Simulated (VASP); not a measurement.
Here is a VASP 6.6.1 calculation.

INCAR

```
SYSTEM = KTaO3
PREC = Accurate
ENCUT = 520
EDIFF = 1E-6
ISMEAR = -1
SIGMA = 0.05
LREAL = .FALSE.
LASPH = .TRUE.
NELM = 60
ALGO = Normal
ISIF = 2
LWAVE = .FALSE.
LCHARG = .FALSE.
GGA = PE
NBANDS = 27
```

KPOINTS

```
Automatic mesh
0
G
  7 7 7
  0 0 0
```

The input POSCAR:

```
KTaO3
1.0
    4.0147133525      0.0000000000      0.0000000000
    0.0000000000      4.0147133525      0.0000000000
    0.0000000000      0.0000000000      4.0147133525
Ta K O
1 1 3
Direct
    0.0000000000      0.0000000000      0.0000000000
    0.5000000000      0.5000000000      0.5000000000
    0.0000000000      0.0000000000      0.5000000000
    0.0000000000      0.5000000000      0.0000000000
    0.5000000000      0.0000000000      0.0000000000
```

Potentials or basis: VASP PAW PBE potentials, release 64 (Ta_pv, K_sv, O).

Command:

```console
$ cat potpaw_PBE.64/Ta_pv/POTCAR potpaw_PBE.64/K_sv/POTCAR potpaw_PBE.64/O/POTCAR > POTCAR
$ mpirun -np 1 vasp_std > vasp.out
```

**Question.** Predict the pressure.

**Answer.** 2.0 GPa.

**Question.** Predict the band gap on the k mesh.

**Answer.** 2.19 eV, indirect (least direct gap 2.76 eV).

Caveat: spin-orbit coupling is left out, which moves the levels of the heavy elements. A k mesh can miss the band edges.
